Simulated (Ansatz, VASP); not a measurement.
# One calculation of Ni3Os, two programs

```
Ni Os
1.0
     3.46304    0.00000    0.00000
     0.00000    3.46304    0.00000
     0.00000    0.00000    3.46304
Ni Os
3 1
Direct
  0.00000 0.50000 0.50000
  0.50000 0.00000 0.50000
  0.50000 0.50000 0.00000
  0.00000 0.00000 0.00000
```

Alike in both runs: task relaxation of cell and atoms; functional PBE; k mesh 6 × 6 × 6; occupations gaussian, width 0.1 eV; no spin polarisation.

|  | VASP | Ansatz |
| --- | --- | --- |
| version | VASP 6.6.1 | Ansatz 0.2.0 |
| potentials or method | VASP PAW PBE potentials, release 64 (Ni, Os), cutoff 600 eV | scalar-relativistic, plane waves, PAW |
| valence electrons in the cell | 38 | 70 |

VASP gave:

* gap on the k mesh at the Fermi level, each at its own relaxed structure (eV): none
* relaxed volume (Å³/atom): 11.76
* relaxed length of the cell vector where the two differ most in proportion (Å): 3.610

**Question.** What did Ansatz give for the same quantities?

**Answer.** gap on the k mesh at the Fermi level, each at its own relaxed structure (eV): none; relaxed volume (Å³/atom): 11.74; relaxed length of the cell vector where the two differ most in proportion (Å): 3.608.

A gap of «none» marks a metal or a gap that the smearing closes. VASP's potentials hold 38 valence electrons a cell and Ansatz's 70, so a difference there can come from the potentials and not from the codes.

Spin-orbit coupling is off throughout.
